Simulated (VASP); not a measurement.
Write the native input for VASP 6.6.1 that does the following.

* Task: single point
* Functional: r2SCAN
* Potentials or basis: VASP PAW PBE potentials, release 64 (Fe, Si)
* Cutoff: 660 eV
* k mesh: 6 × 6 × 6
* Occupations: gaussian, width 0.01 eV
* Spin: no spin polarisation
* Dipole correction: no
* Further INCAR settings: ALGO = Normal; EDIFF = 1e-06; NBANDS = 34

Crystal: FeSi.

```
Fe Si
1.0
     4.48941    0.00000    0.00000
     0.00000    4.48941    0.00000
     0.00000    0.00000    4.48941
Fe Si
4 4
Direct
  0.86334 0.63666 0.36334
  0.63666 0.36334 0.86334
  0.36334 0.86334 0.63666
  0.13666 0.13666 0.13666
  0.15887 0.34113 0.65887
  0.34113 0.65887 0.15887
  0.65887 0.15887 0.34113
  0.84113 0.84113 0.84113
```

This cell differs from its parent crystal: volume changed by +6%.

One way to write it, as run:

POSCAR

```
FeSi
1.0
    4.4894081712      0.0000000000      0.0000000000
    0.0000000000      4.4894081712      0.0000000000
    0.0000000000      0.0000000000      4.4894081712
Fe Si
4 4
Direct
    0.8633399907      0.6366600093      0.3633399907
    0.6366600093      0.3633399907      0.8633399907
    0.3633399907      0.8633399907      0.6366600093
    0.1366600093      0.1366600093      0.1366600093
    0.1588681656      0.3411318344      0.6588681656
    0.3411318344      0.6588681656      0.1588681656
    0.6588681656      0.1588681656      0.3411318344
    0.8411318344      0.8411318344      0.8411318344
```

INCAR.step1

```
PREC = Accurate ; ENCUT = 660
ISMEAR = 0 ; SIGMA = 0.01
LREAL = False ; LASPH = True
NELM = 120 ; NBANDS = 34
GGA = PE ; ALGO = Normal
EDIFF = 1E-5 ; LWAVE = True
LCHARG = False ; GGA_COMPAT = False
```

INCAR.step2

```
PREC = Accurate ; ENCUT = 660
EDIFF = 1E-6 ; ISMEAR = 0
SIGMA = 0.01 ; LREAL = False
LASPH = True ; NELM = 120
ALGO = Normal ; ISIF = 2
LWAVE = False ; LCHARG = True
METAGGA = R2SCAN ; LMIXTAU = True
LELF = True ; LVHAR = True
NBANDS = 34 ; ISTART = 1
GGA_COMPAT = False
```

KPOINTS

```
Automatic mesh
0
Gamma
  6 6 6
```

Potentials or basis: VASP PAW PBE potentials, release 64 (Fe, Si).

Launch:

```console
$ cat potpaw_PBE.64/Fe/POTCAR potpaw_PBE.64/Si/POTCAR > POTCAR
$ cp INCAR.step1 INCAR
$ mpirun -np 1 vasp_std > vasp.out
$ cp INCAR.step2 INCAR
$ mpirun -np 1 vasp_std > vasp.out
```

It gave:

```json
{
  "Pressure": "-12.8 GPa",
  "Largest force": "0.195 eV/Å",
  "Band gap on the k mesh": "0.31 eV, indirect (least direct gap 0.34 eV)"
}
```

Caveat: the PAW data sets were made with another functional, which shifts forces and pressure a little.

Run time: 12 min on 1 thread of Intel Xeon 8259CL (shared host), peak memory 0.31 GiB.
